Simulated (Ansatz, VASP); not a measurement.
**Si2Ge2Ir in VASP and in Ansatz**

```
Si Ge Ir
1.0
     4.51017    0.00000    0.00000
    -2.25508    3.90592    0.00000
     0.00000    0.00000    6.99435
Si Ge Ir
2 2 1
Cartesian
  0.0000 0.0000 4.7199
  0.0000 0.0000 2.2744
  0.0000 2.6039 3.4972
  2.2551 1.3020 3.4972
  0.0000 0.0000 0.0000
```

Alike in both runs: functional PBE; k mesh 5 × 5 × 2; occupations gaussian, width 0.2 eV; no spin polarisation.

Ansatz relaxed the structure, and its values are those at the end. VASP's run is a single point on that final structure, the one shown.

|  | VASP | Ansatz |
| --- | --- | --- |
| version | VASP 6.6.1 | Ansatz 0.2.0 |
| potentials or method | VASP PAW PBE potentials, release 64 (Si, Ge_d, Ir), cutoff 500 eV | scalar-relativistic, plane waves, PAW |
| valence electrons in the cell | 45 | 53 |

```csv
,VASP,Ansatz,Ansatz less VASP
gap on the k mesh at the Fermi level (eV),none,none,-
pressure (GPa),0.4,0.3,-0.08
rms of the force components (eV/Å),0.029,0.001,-0.0279
```

A gap of «none» marks a metal or a gap that the smearing closes. VASP's potentials hold 45 valence electrons a cell and Ansatz's 53, so a difference there can come from the potentials and not from the codes.

The k mesh is coarse, so the values compare programs but aren't converged. Spin-orbit coupling is off throughout.
